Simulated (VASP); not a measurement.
## Ga3S2: single point with PBE

The system is Ga3S2.

```
Ga S
1.0
     5.03407    0.00000    0.00000
     0.00000    5.03407    0.00000
     0.00000    0.00000    5.03407
Ga S
3 2
Direct
  0.00000 0.50000 0.50000
  0.50000 0.00000 0.50000
  0.50000 0.50000 0.00000
  0.50000 0.50000 0.50000
  0.00000 0.00000 0.00000
```

* Program: VASP 6.6.1
* Task: single point
* Functional: PBE
* Potentials or basis: VASP PAW PBE potentials, release 64 (Ga_d, S)
* Cutoff: 520 eV
* k mesh: 8 × 8 × 8
* Occupations: gaussian, width 0.1 eV
* Spin: no spin polarisation

| Property | Result |
| --- | --- |
| Pressure | 0.1 GPa |

Levels at points of the mesh, in eV from the Fermi level:
| k point | band 24 | band 25 | band 26 | band 27 | band 28 | band 29 |
| --- | --- | --- | --- | --- | --- | --- |
| (0.00, 0.00, 0.00) | -1.41 | -1.41 | -1.41 | 3.57 | 3.57 | 3.57 |
| (0.50, 0.00, 0.00) | -1.56 | -0.29 | 0.51 | 1.89 | 2.54 | 2.54 |
| (0.50, 0.50, 0.00) | -1.22 | -0.54 | 1.04 | 1.04 | 1.51 | 1.51 |
| (0.50, 0.50, 0.50) | 0.70 | 0.70 | 0.70 | 1.90 | 1.90 | 1.90 |

Wall time 2 min on 1 thread of Intel(R) Xeon(R) Platinum 8375C CPU @ 2.90GHz (Ice Lake) (shared host), peak memory 0.29 GiB.
